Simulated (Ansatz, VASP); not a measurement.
Sn in VASP and in Ansatz

INCAR

```
SYSTEM = Sn
  PREC = Accurate
  ENCUT = 520
  EDIFF = 1E-7
  ISMEAR = -1
  SIGMA = 0.1
  LREAL = .False.
  LASPH = .True.
  NELM = 60
  ALGO = Normal
  ISIF = 2
  LWAVE = .False.
  LCHARG = .False.
  NBANDS = 13
```

Contents of KPOINTS:

```
regular mesh
0
Gamma
  15 15 15
  0 0 0
```

Contents of POSCAR:

```
Sn
1.0
   -1.7047216315      1.7047216315      1.7047216315
    1.7047216315     -1.7047216315      1.7047216315
    1.7047216315      1.7047216315     -1.7047216315
Sn
1
Direct
    0.0000000000      0.0000000000      0.0000000000
```

Input for Ansatz:

```yaml
crystal:
  lattice:
    - [-1.7047216315, 1.7047216315, 1.7047216315]
    - [1.7047216315, -1.7047216315, 1.7047216315]
    - [1.7047216315, 1.7047216315, -1.7047216315]
  atoms:
    - { symbol: Sn, position: [0.0, 0.0, 0.0] }
kpoints:
  mp_grid: { grid: [15, 15, 15] }
scf:
  occupations: { method: fermi_dirac, width: 0.1 }
hamiltonian:
  xc: lda
  pseudopotentials: { kind: paw }
output:
  forces: true
  stress: true
  eigenvalues: true
```

Change from the starting cell: volume scaled by 0.779, to set the pressure.

Alike in both runs: task single point; functional LDA; k mesh 15 × 15 × 15; occupations fermi-dirac, width 0.1 eV; no spin polarisation.

|  | VASP | Ansatz |
| --- | --- | --- |
| version | VASP 6.6.1 | Ansatz 0.2.0 |
| potentials or method | VASP PAW LDA potentials, release 64 (Sn_d) | PAW with Ansatz's default frozen-core files, scalar-relativistic |
| plane-wave cutoff (eV) | 520 | 420 |
| valence electrons in the cell | 14 | 14 |

Ansatz gave:

- pressure (GPa): 27.2

**Question.** What did VASP give for the same quantities?

**Answer.** Pressure (GPa): 27.4.

LDA's correlation is that of Perdew and Zunger in VASP and of Perdew and Wang (1992) in Ansatz.
